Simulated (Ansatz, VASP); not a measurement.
**YTl: VASP beside Ansatz**

```xyz
2
Lattice="3.8246 0.0000 0.0000 0.0000 3.8246 0.0000 0.0000 0.0000 3.8246" Properties=species:S:1:pos:R:3 pbc="T T T"
Y     1.9123    1.9123    1.9123
Tl    0.0000    0.0000    0.0000
```

Change from the starting cell: volume scaled by 1.06.

Alike in both runs: task single point; functional LDA; k mesh 11 × 11 × 11; occupations fermi-dirac, width 0.08 eV; no spin polarisation.

|  | VASP | Ansatz |
| --- | --- | --- |
| version | VASP 6.6.1 | Ansatz 0.2.0 |
| potentials or method | VASP PAW LDA potentials, release 64 (Y_sv, Tl_d), cutoff 520 eV | all-electron LAPW, scalar-relativistic |

Ansatz gave:

| Item | Value |
| --- | --- |
| pressure (GPa) | -5.8 |

Q: Estimate VASP's values.

A: Pressure (GPa): -5.7.

LDA's correlation is that of Perdew and Zunger in VASP and of Perdew and Wang (1992) in Ansatz. Ansatz ran all-electron here, and VASP with PAW potentials.

Neither program's run includes spin-orbit coupling.
